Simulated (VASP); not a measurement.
Here is a VASP 6.6.1 calculation.

The input INCAR:

```
  PREC = Accurate
  ENCUT = 520
  EDIFF = 1E-7
  ISMEAR = 0
  SIGMA = 0.1
  LREAL = F
  LASPH = T
  NELM = 100
  ALGO = Normal
  ISIF = 2
  LWAVE = F
  LCHARG = F
  GGA = PS
  NBANDS = 50
```

KPOINTS

```
Automatic mesh
0
Gamma
  12 12 2
```

File POSCAR:

```
GeSb4Te7
1.0
    4.0704511417      0.0000000000      0.0000000000
   -2.0352255709      3.5251140936      0.0000000000
    0.0000000000      0.0000000000     22.4666254193
Ge Sb Te
1 4 7
Direct
    0.0000000000      0.0000000000      0.5000000000
    0.6666666667      0.3333333333      0.9142777560
    0.3333333333      0.6666666667      0.3424086013
    0.3333333333      0.6666666667      0.0857222440
    0.6666666667      0.3333333333      0.6575913987
    0.3333333333      0.6666666667      0.8365981207
    0.6666666667      0.3333333333      0.1634018793
    0.0000000000      0.0000000000      0.7350748530
    0.6666666667      0.3333333333      0.4286992729
    0.3333333333      0.6666666667      0.5713007271
    0.0000000000      0.0000000000      0.0000000000
    0.0000000000      0.0000000000      0.2649251470
```

Potentials or basis: VASP PAW PBE potentials, release 64 (Ge_d, Sb, Te).

Command:

```bash
$ cat potpaw_PBE.64/Ge_d/POTCAR potpaw_PBE.64/Sb/POTCAR potpaw_PBE.64/Te/POTCAR > POTCAR
$ mpirun -np 1 vasp_std > vasp.out
```

What does it give for the largest force?

0.050 eV/Å.

What does it give for the pressure?

7.8 GPa.

What does it give for the band gap on the k mesh?

Zero (band 38 reaches 8.59 eV, above the bottom of band 39 at 8.39 eV).

Forces on the atoms (eV/Å):
```
Ge   0.000  0.000  0.000
Sb   0.000  0.000  0.035
Sb   0.000  0.000  0.037
Sb   0.000  0.000 -0.035
Sb   0.000  0.000 -0.037
Te   0.000  0.000 -0.049
Te   0.000  0.000  0.049
Te   0.000  0.000  0.050
Te   0.000  0.000 -0.001
Te   0.000  0.000  0.001
Te   0.000  0.000  0.000
Te   0.000  0.000 -0.050
```

Caveat: the PAW data sets were made with another functional, which shifts forces and pressure a little; spin-orbit coupling is left out, which moves the levels of the heavy elements.
